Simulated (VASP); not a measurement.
# In5P3 (Pm-3m) in VASP: further runs, part 2 of 2

VASP 6.6.1. The steps go on from the part before.

### Step 3. Single point, PBE

This run uses another cell than the first one, of 23.56 Å³/atom, 1.052 times its volume.

INCAR reads:

```
SYSTEM = In5P3
PREC     = Accurate       ! precision mode
ENCUT    = 520            ! plane-wave cutoff, eV
EDIFF    = 1E-7           ! SCF threshold, eV
ISMEAR   = 0              ! smearing method
SIGMA    = 0.1            ! smearing width, eV
LREAL    = .FALSE.        ! projectors in reciprocal space
LASPH    = .TRUE.         ! aspherical terms in the spheres
NELM     = 100            ! most SCF steps
ALGO     = Normal         ! electronic algorithm
ISIF     = 2              ! what is computed and relaxed
LWAVE    = .FALSE.        ! write WAVECAR
LCHARG   = .FALSE.        ! write CHGCAR
GGA      = PE             ! functional
NBANDS   = 50             ! bands
```

KPOINTS reads:

```
regular mesh
0
G
  4 4 4
  0 0 0
```

POSCAR reads:

```
In5P3
1.0
    5.7338749351      0.0000000000      0.0000000000
    0.0000000000      5.7338749351      0.0000000000
    0.0000000000      0.0000000000      5.7338749351
In P
5 3
Direct
    0.0000000000      0.0000000000      0.0000000000
    0.5000000000      0.5000000000      0.5000000000
    0.0000000000      0.5000000000      0.5000000000
    0.5000000000      0.0000000000      0.5000000000
    0.5000000000      0.5000000000      0.0000000000
    0.5000000000      0.0000000000      0.0000000000
    0.0000000000      0.5000000000      0.0000000000
    0.0000000000      0.0000000000      0.5000000000
```

Potentials or basis: VASP PAW PBE potentials, release 64 (In_d, P).

Run with:

```sh
$ cat potpaw_PBE.64/In_d/POTCAR potpaw_PBE.64/P/POTCAR > POTCAR
$ mpirun -np 1 vasp_std > vasp.out
```

OUTCAR:

```text
SYSTEM = In5P3
   PREC = Accurate
   ENCUT = 520
   EDIFF = 1E-7
   ISMEAR = 0
   LREAL = .FALSE.
   LASPH = .TRUE.
   NELM = 100
   ISIF = 2
   GGA = PE

 ion  position               nearest neighbor table
   1  0.000  0.000  0.000-   6 2.87   7 2.87   8 2.87   8 2.87   7 2.87   6 2.87
   2  0.500  0.500  0.500-   3 2.87   4 2.87   5 2.87   5 2.87   4 2.87   3 2.87
   3  0.000  0.500  0.500-   2 2.87   7 2.87   8 2.87   7 2.87   8 2.87   2 2.87
   4  0.500  0.000  0.500-   2 2.87   6 2.87   8 2.87   6 2.87   2 2.87   8 2.87
   5  0.500  0.500  0.000-   2 2.87   6 2.87   7 2.87   2 2.87   6 2.87   7 2.87
[... 729 lines left out ...]
  in kB       -2.3798826     -2.3798826     -2.3798826     -0.0000000      0.0000000     -0.0000000
  external PRESSURE =      -2.3798826 kB  Pullay stress =       0.0000000 kB

 VOLUME and BASIS-vectors are now :
 -----------------------------------------------------------------------------
  energy-cutoff  :      520.00
  volume of cell :      188.51
      direct lattice vectors                 reciprocal lattice vectors
     5.733874935  0.000000000  0.000000000     0.174402130  0.000000000  0.000000000
     0.000000000  5.733874935  0.000000000     0.000000000  0.174402130  0.000000000
     0.000000000  0.000000000  5.733874935     0.000000000  0.000000000  0.174402130

 POSITION                                       TOTAL-FORCE (eV/Angst)
 -----------------------------------------------------------------------------------
      0.00000      0.00000      0.00000         0.000000      0.000000      0.000000
      2.86694      2.86694      2.86694         0.000000      0.000000      0.000000
      0.00000      2.86694      2.86694         0.000000      0.000000      0.000000
      2.86694      0.00000      2.86694         0.000000      0.000000      0.000000
      2.86694      2.86694      0.00000         0.000000      0.000000      0.000000
      2.86694      0.00000      0.00000         0.000000      0.000000      0.000000
      0.00000      2.86694      0.00000         0.000000      0.000000      0.000000
      0.00000      0.00000      2.86694         0.000000      0.000000      0.000000
 -----------------------------------------------------------------------------------
    total drift:                                0.000000      0.000000     -0.000000

  FREE ENERGIE OF THE ION-ELECTRON SYSTEM (eV)
  ---------------------------------------------------
  free  energy   TOTEN  =       -27.6701574989 eV

  energy  without entropy=      -27.6336612920  energy(sigma->0) =      -27.65190940
```

stdout:

```text
POSCAR found type information on POSCAR InP
 POSCAR found :  2 types and       8 ions
 scaLAPACK will be used
 LDA part: xc-table for (Slater+PW92), standard interpolation
 POSCAR, INCAR and KPOINTS ok, starting setup
 FFT: planning ... GRIDC
 FFT: planning ... GRID_SOFT
 FFT: planning ... GRID
 WAVECAR not read
 entering main loop
```

Run time: 49 s. Hardware: 1 thread of Intel Xeon 6975P-C (Granite Rapids), shared host; peak memory 0.34 GiB.

What came out:

```
Free energy            : -27.6702 eV
Pressure               : -0.2 GPa
Band gap on the k mesh : zero (band 40 reaches 8.33 eV, above the bottom of band 41 at 4.98 eV)
```

Levels at points of the mesh, in eV from the Fermi level:
| k point | band 36 | band 37 | band 38 | band 39 | band 40 | band 41 | band 42 | band 43 |
| --- | --- | --- | --- | --- | --- | --- | --- | --- |
| (0.00, 0.00, 0.00) | -2.34 | -2.34 | -2.28 | -1.74 | -1.74 | -1.74 | 0.51 | 0.51 |
| (0.50, 0.00, 0.00) | -3.28 | -1.76 | -1.48 | -1.48 | -0.37 | -0.37 | 0.78 | 0.82 |
| (0.50, 0.50, 0.00) | -2.74 | -1.56 | -0.37 | -0.35 | 0.57 | 0.57 | 1.90 | 2.19 |
| (0.50, 0.50, 0.50) | -0.19 | -0.14 | -0.14 | 1.62 | 1.62 | 1.62 | 2.15 | 2.15 |

Caveat: spin-orbit coupling is left out, which moves the levels of the heavy elements.

### Step 4. Relaxation of cell and atoms, PBE

INCAR reads:

```
PREC = Accurate
ENCUT = 600
EDIFF = 1E-6
ISMEAR = 0
SIGMA = 0.1
LREAL = F
LASPH = T
NELM = 80
ALGO = Normal
ISIF = 3
LWAVE = F
LCHARG = F
GGA = PE
IBRION = 2
NSW = 90
EDIFFG = -0.04
```

KPOINTS reads:

```
Automatic mesh
0
Gamma
  4 4 4
```

POSCAR: that of step 3 with these lines changed.

```diff
@@ -2,5 +2,5 @@
 1.0
-    5.7338749351      0.0000000000      0.0000000000
-    0.0000000000      5.7338749351      0.0000000000
-    0.0000000000      0.0000000000      5.7338749351
+    5.6381094000      0.0000000000      0.0000000000
+    0.0000000000      5.6381094000      0.0000000000
+    0.0000000000      0.0000000000      5.6381094000
 In P
```

Run with:

```sh
$ cat potpaw_PBE.64/In_d/POTCAR potpaw_PBE.64/P/POTCAR > POTCAR
$ mpirun -np 1 vasp_std > vasp.out
```

Run time: 1.8 min. Hardware: 1 thread of Intel Xeon 6975P-C (Granite Rapids), shared host; peak memory 0.37 GiB.

Results (log left out):

* Free energy: -27.6696 eV
* Relaxed volume: 23.48 Å³/atom
* Relaxed cell: a = 5.727 Å, b = 5.727 Å, c = 5.727 Å, α = 90.00°, β = 90.00°, γ = 90.00°
* Space group after relaxing (to 0.05 Å): Pm-3m (No. 221)
* Energy gained by relaxing: 9.7 meV/atom
* Ionic steps: 3
* Pressure after relaxing: 0.0 GPa
* Band gap on the k mesh: zero (band 40 reaches 8.39 eV, above the bottom of band 41 at 5.01 eV)

Step by step:
| step | energy change (eV) | largest force (eV/Å) | pressure (GPa) | volume (Å³) |
| --- | --- | --- | --- | --- |
| 1 | 0.0000 | 0.0000 | 3.01 | 179.23 |
| 2 | -0.0712 | 0.0000 | -0.75 | 190.38 |
| 3 | -0.0773 | 0.0000 | -0.02 | 187.81 |

Final structure:
```
In P
1.0
     5.72670    0.00000    0.00000
     0.00000    5.72670    0.00000
     0.00000    0.00000    5.72670
In P
5 3
Direct
  0.00000 0.00000 0.00000
  0.50000 0.50000 0.50000
  0.00000 0.50000 0.50000
  0.50000 0.00000 0.50000
  0.50000 0.50000 0.00000
  0.50000 0.00000 0.00000
  0.00000 0.50000 0.00000
  0.00000 0.00000 0.50000
```

Levels at points of the mesh, in eV from the Fermi level:
| k point | band 37 | band 38 | band 39 | band 40 | band 41 | band 42 |
| --- | --- | --- | --- | --- | --- | --- |
| (0.00, 0.00, 0.00) | -2.35 | -2.28 | -1.75 | -1.75 | -1.75 | 0.51 |
| (0.50, 0.00, 0.00) | -1.76 | -1.49 | -1.49 | -0.38 | -0.38 | 0.78 |
| (0.50, 0.50, 0.00) | -1.57 | -0.37 | -0.35 | 0.57 | 0.57 | 1.90 |
| (0.50, 0.50, 0.50) | -0.14 | -0.14 | 1.63 | 1.63 | 1.63 | 2.15 |

Caveat: spin-orbit coupling is left out, which moves the levels of the heavy elements.

### Step 5. Single point, PBE

This run uses another cell than the first one, of 23.27 Å³/atom, 1.039 times its volume.

INCAR reads:

```
ALGO = Normal ; EDIFF = 1E-6
ENCUT = 520 ; GGA = PE
ISIF = 2 ; ISMEAR = 0
LASPH = True ; LCHARG = False
LREAL = False ; LWAVE = False
NBANDS = 50 ; NELM = 80
PREC = Accurate ; SIGMA = 0.1
```

KPOINTS reads:

```
k-points
0
Gamma
  8 8 8
```

POSCAR: that of step 4 with these lines changed.

```diff
@@ -2,5 +2,5 @@
 1.0
-    5.6381094000      0.0000000000      0.0000000000
-    0.0000000000      5.6381094000      0.0000000000
-    0.0000000000      0.0000000000      5.6381094000
+    5.7102725838      0.0000000000      0.0000000000
+    0.0000000000      5.7102725838      0.0000000000
+    0.0000000000      0.0000000000      5.7102725838
 In P
```

Run with:

```sh
$ cat potpaw_PBE.64/In_d/POTCAR potpaw_PBE.64/P/POTCAR > POTCAR
$ mpirun -np 1 vasp_std > vasp.out
```

Wall time 2 min (1 thread of Intel Xeon 6975P-C (Granite Rapids), shared host); peak memory 0.4 GiB.

The run converged. Its results:

| Quantity | Value |
| --- | --- |
| Free energy | -27.8444 eV |
| Pressure | 0.0 GPa |
| Band gap on the k mesh | zero (band 40 reaches 8.50 eV, above the bottom of band 41 at 5.08 eV) |

Levels at points of the mesh, in eV from the Fermi level:
| k point | band 37 | band 38 | band 39 | band 40 | band 41 | band 42 | band 43 | band 44 |
| --- | --- | --- | --- | --- | --- | --- | --- | --- |
| (0.00, 0.00, 0.00) | -2.38 | -2.18 | -1.74 | -1.74 | -1.74 | 0.56 | 0.56 | 0.56 |
| (0.50, 0.00, 0.00) | -1.71 | -1.50 | -1.50 | -0.34 | -0.34 | 0.83 | 0.88 | 1.83 |
| (0.50, 0.50, 0.00) | -1.52 | -0.38 | -0.35 | 0.60 | 0.60 | 1.96 | 2.22 | 2.22 |
| (0.50, 0.50, 0.50) | -0.13 | -0.13 | 1.68 | 1.68 | 1.68 | 2.19 | 2.19 | 2.19 |

Caveat: spin-orbit coupling is left out, which moves the levels of the heavy elements.

### Step 6. Summary

| task | cell | k mesh | cutoff (eV) | gap on the mesh (eV) | pressure (GPa) |
| --- | --- | --- | --- | --- | --- |
| single point | a = 5.638 Å, 8 atoms | 4 × 4 × 4 | 520 | none | 3.0 |
| single point | a = 5.734 Å, 8 atoms | 4 × 4 × 4 | 520 | none | -0.2 |
| relaxation of cell and atoms | relaxed from a = 5.638 Å, 8 atoms | 4 × 4 × 4 | 600 | none | 0.0 |
| single point | a = 5.710 Å, 8 atoms | 8 × 8 × 8 | 520 | none | 0.0 |

Alike in all rows: level PBE; potentials or basis VASP PAW PBE potentials, release 64 (In_d, P); no spin polarisation; smearing gaussian 0.1 eV.

Caveats: spin-orbit coupling is left out, which moves the levels of the heavy elements.

Absolute energies hang on the potentials; compare differences alone.
